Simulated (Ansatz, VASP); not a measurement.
NaH in VASP and in Ansatz

```
Na H
1.0
     0.00000    2.44000    2.41560
     2.44000    0.00000    2.41560
     2.44000    2.44000    0.00000
Na H
1 1
Direct
  0.00000 0.00000 0.00000
  0.50000 0.50000 0.50000
```

Change from the starting cell: zz strain of -1 %, PAW files.

Alike in both runs: task electric field gradients; functional PBEsol; k mesh 9 × 9 × 9; occupations fermi-dirac, width 0.03 eV; no spin polarisation.

|  | VASP | Ansatz |
| --- | --- | --- |
| version | VASP 6.6.1 | Ansatz 0.2.0 |
| potentials or method | VASP PAW PBE potentials, release 64 (Na_pv, H) | PAW with Ansatz's default frozen-core files, scalar-relativistic |
| plane-wave cutoff (eV) | 520 | 420 |
| valence electrons in the cell | 8 | 10 |

```tsv
	VASP	Ansatz	Ansatz less VASP
gap on the k mesh at the Fermi level (eV)	3.82	3.82	+0.002
pressure (GPa)	-1.0	-1.0	+0.01
traceless stress, the component that is largest in VASP (GPa)	0.20	0.19	-0.004
size of Vzz on the site where it differs most (V/Å²)	0.1	0.2	+0.08
```

VASP's potentials were made for PBE, not for PBEsol. VASP's potentials hold 8 valence electrons a cell and Ansatz's 10, so a difference there can come from the potentials and not from the codes.
